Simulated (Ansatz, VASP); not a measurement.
# Two plane-wave programs on Ru

```
Ru
1.0
     2.67753    0.00000    0.00000
    -1.33877    2.31881    0.00000
     0.00000    0.00000    4.21813
Ru
2
Direct
  0.33333 0.66667 0.25000
  0.66667 0.33333 0.75000
```

Alike in both runs: task single point; functional LDA; k mesh 13 × 13 × 8; occupations methfessel-paxton of order 1, width 1 eV; no spin polarisation.

|  | VASP | Ansatz |
| --- | --- | --- |
| version | VASP 6.6.1 | Ansatz 0.2.0 |
| potentials or method | VASP PAW LDA potentials, release 64 (Ru_pv), cutoff 520 eV | plane waves (420 eV) with PAW, scalar-relativistic |
| valence electrons in the cell | 28 | 32 |

Ansatz gave:

```
pressure (GPa)                                                : -1.1
traceless stress, the component that is largest in VASP (GPa) : 0.74
```

**Question.** Which values does VASP return?

**Answer.** Pressure (GPa): -0.1; traceless stress, the component that is largest in VASP (GPa): 0.81.

Ansatz warns that its potentials were made for another functional, while VASP's fit it. LDA's correlation is that of Perdew and Zunger in VASP and of Perdew and Wang (1992) in Ansatz. VASP's potentials hold 28 valence electrons a cell and Ansatz's 32, so a difference there can come from the potentials and not from the codes.
